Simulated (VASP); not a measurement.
Au: single point with PBE

Au:

```
Au
1.0
     0.00000    1.95327    1.95327
     1.95327    0.00000    1.95327
     1.95327    1.95327    0.00000
Au
1
Direct
  0.00000 0.00000 0.00000
```

```yaml
Program: VASP 6.6.1
Task: single point
Functional: PBE
Potentials_or_basis: VASP PAW PBE potentials, release 64 (Au)
Cutoff: 500 eV
k_mesh: 20 × 20 × 20
Occupations: methfessel-paxton, width 0.05 eV
Spin: no spin polarisation
Dipole_correction: no
Further_INCAR_settings: ALGO = Normal; EDIFF = 1e-06; NBANDS = 12
```

```json
{
 "Pressure": "44.6 GPa",
 "Band gap on the k mesh": "zero (an odd number of electrons rules out a gap without spin polarisation)"
}
```

Levels at points of the mesh, in eV from the Fermi level:
| k point | band 2 | band 3 | band 4 | band 5 | band 6 | band 7 | band 8 | band 9 | band 10 | band 11 |
| --- | --- | --- | --- | --- | --- | --- | --- | --- | --- | --- |
| (0.00, 0.00, 0.00) | -5.51 | -5.51 | -5.51 | -3.60 | -3.60 | 14.21 | 18.99 | 18.99 | 18.99 | 24.36 |
| (0.50, 0.00, 0.00) | -5.57 | -5.57 | -2.08 | -2.08 | -1.63 | 3.85 | 13.70 | 18.08 | 18.08 | 27.05 |
| (0.50, 0.50, 0.00) | -8.08 | -2.13 | -1.67 | -1.67 | 0.62 | 6.95 | 10.36 | 10.36 | 18.72 | 21.77 |

Wall time 18 s on 1 thread of Intel(R) Xeon(R) 6975P-C (Granite Rapids), with other jobs on the host, peak memory 0.16 GiB.

Caveat: the cell stands under pressure; spin-orbit coupling is left out, which moves the levels of the heavy elements.
